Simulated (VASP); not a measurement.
Runs of VASP 6.6.1 on Cd. The structure is that of space group Fm-3m (No. 225), or close to it. The cells are those of the table. 

```tsv
task	cell	cutoff (eV)	k mesh for the DOS	occupations for the DOS	gap on the mesh (eV)	pressure (GPa)
single point	a = 2.798 Å, angles 60.0°, 1 atom	520	-	-	none	51.4
single point	a = 2.929 Å, angles 60.0°, 1 atom	520	-	-	none	22.8
single point	a = 3.182 Å, angles 60.0°, 1 atom	520	-	-	none	0.2
single point	a = 2.525 Å, angles 60.0°, 1 atom	520	-	-	none	(b)
single point	a = 3.049 Å, angles 60.0°, 1 atom	520	-	-	none	(a)
relaxation of cell and atoms	relaxed from a = 3.197 Å, angles 60.0°, 1 atom	600	-	-	none	0.0
single point	a = 2.653 Å, angles 60.0°, 1 atom	520	-	-	none	113.1
```

Alike in all rows: level PBE; potentials or basis VASP PAW PBE potentials, release 64 (Cd); no spin polarisation; k mesh 14 × 14 × 14; smearing fermi-dirac 0.08 eV.

Task: Estimate the missing entries.

Result: (a) 8.5; (b) 217.4.

A k mesh can miss the band edges, and the runs leave out spin-orbit coupling on Cd.

A gap of «none» marks levels without a gap at the run's occupations.
